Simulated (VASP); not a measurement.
# ZrB: single point with LDA

Crystal: ZrB.

```
Zr B
1.0
     0.00000    2.41539    2.14969
     2.30259    0.00000    2.14969
     2.30259    2.41539    0.00000
Zr B
1 1
Direct
  0.00000 0.00000 0.00000
  0.50000 0.50000 0.50000
```

This cell differs from its parent crystal: normal strain along x -0.0467, normal strain along z -0.1100.

```yaml
Program: VASP 6.6.1
Task: single point
Functional: LDA
Potentials_or_basis: VASP PAW LDA potentials, release 64 (Zr_sv, B)
Cutoff: 520 eV
k_mesh: 16 × 16 × 16
Occupations: gaussian, width 0.15 eV
Spin: no spin polarisation
Dipole_correction: no
Further_INCAR_settings: ALGO = Normal; EDIFF = 1e-06; NBANDS = 14
```

```
Pressure : 41.5 GPa
```

Stress tensor (GPa, compression positive):
```
39.32  0.00  0.00
 0.00 14.83  0.00
 0.00  0.00 70.23
```

Levels at points of the mesh, in eV from the Fermi level:
| k point | band 4 | band 5 | band 6 | band 7 | band 8 | band 9 | band 10 | band 11 | band 12 | band 13 |
| --- | --- | --- | --- | --- | --- | --- | --- | --- | --- | --- |
| (0.00, 0.00, 0.00) | -24.23 | -8.36 | 1.18 | 1.77 | 2.59 | 3.01 | 3.38 | 3.71 | 4.09 | 4.46 |
| (0.50, 0.00, 0.00) | -24.34 | -4.43 | -3.19 | -1.89 | -1.57 | 5.55 | 6.38 | 7.83 | 8.38 | 12.71 |
| (0.50, 0.50, 0.00) | -24.68 | -6.65 | -1.48 | 0.85 | 2.05 | 2.36 | 5.78 | 6.68 | 7.40 | 12.15 |
| (0.50, 0.00, 0.50) | -24.47 | -6.65 | -1.33 | -0.82 | 2.73 | 3.43 | 5.46 | 6.84 | 7.32 | 10.56 |
| (0.00, 0.50, 0.50) | -24.49 | -6.65 | -1.32 | -0.21 | 2.29 | 3.29 | 5.31 | 6.45 | 7.70 | 11.25 |

It took 3.7 min on 1 thread of Intel(R) Xeon(R) Platinum 8259CL CPU @ 2.50GHz (Skylake/Cascade Lake) (shared host), peak memory 0.31 GiB.

Caveat: the cell differs from its parent crystal (normal strain along x -0.0467, normal strain along z -0.1100).
